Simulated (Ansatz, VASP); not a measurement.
# MgO: VASP beside Ansatz

INCAR

```
  PREC = Accurate
  ENCUT = 520
  EDIFF = 1E-6
  ISMEAR = 0
  SIGMA = 0.05
  LREAL = False
  LASPH = True
  NELM = 100
  ALGO = Normal
  ISIF = 2
  LWAVE = False
  LCHARG = False
  GGA = PE
  NBANDS = 16
```

KPOINTS

```
Automatic mesh
0
Gamma
  9 9 6
```

Contents of POSCAR:

```
MgO
1.0
    3.3453000000      0.0000000000      0.0000000000
   -1.6726500000      2.8971147833      0.0000000000
    0.0000000000      0.0000000000      4.0274000000
Mg O
2 2
Direct
    0.6666666667      0.3333333333      0.7500000000
    0.3333333333      0.6666666667      0.2500000000
    0.6666666667      0.3333333333      0.2500000000
    0.3333333333      0.6666666667      0.7500000000
```

Input for Ansatz:

```yaml
crystal:
  lattice:
    - [3.3453, 0.0, 0.0]
    - [-1.67265, 2.8971147833, 0.0]
    - [0.0, 0.0, 4.0274]
  atoms:
    - { symbol: Mg, position: [0.6666666667, 0.3333333333, 0.75] }
    - { symbol: Mg, position: [0.3333333333, 0.6666666667, 0.25] }
    - { symbol: O, position: [0.6666666667, 0.3333333333, 0.25] }
    - { symbol: O, position: [0.3333333333, 0.6666666667, 0.75] }
basis:
  ecutwfc: 520.0
kpoints:
  mp_grid: { grid: [9, 9, 6] }
hamiltonian:
  xc: pbe
  pseudopotentials: { kind: paw, azcp: { folder: soft_1 } }
scf:
  occupations: { method: gaussian, width: 0.05 }
output:
  forces: true
  stress: true
  eigenvalues: true
```

Alike in both runs: task single point; functional PBE; k mesh 9 × 9 × 6; occupations gaussian, width 0.05 eV; no spin polarisation.

|  | VASP | Ansatz |
| --- | --- | --- |
| version | VASP 6.6.1 | Ansatz 0.2.0 |
| potentials or method | VASP PAW PBE potentials, release 64 (Mg, O), cutoff 520 eV | scalar-relativistic, plane waves, PAW |
| valence electrons in the cell | 16 | 32 |

```tsv
	VASP	Ansatz	Ansatz less VASP
gap on the k mesh at the Fermi level (eV)	4.06	4.08	+0.020
least direct gap on the mesh (eV)	4.06	4.08	+0.020
pressure (GPa)	25.6	26.1	+0.44
traceless stress, the component that is largest in VASP (GPa)	0.81	0.98	+0.175
```

VASP's potentials hold 16 valence electrons a cell and Ansatz's 32, so a difference there can come from the potentials and not from the codes.
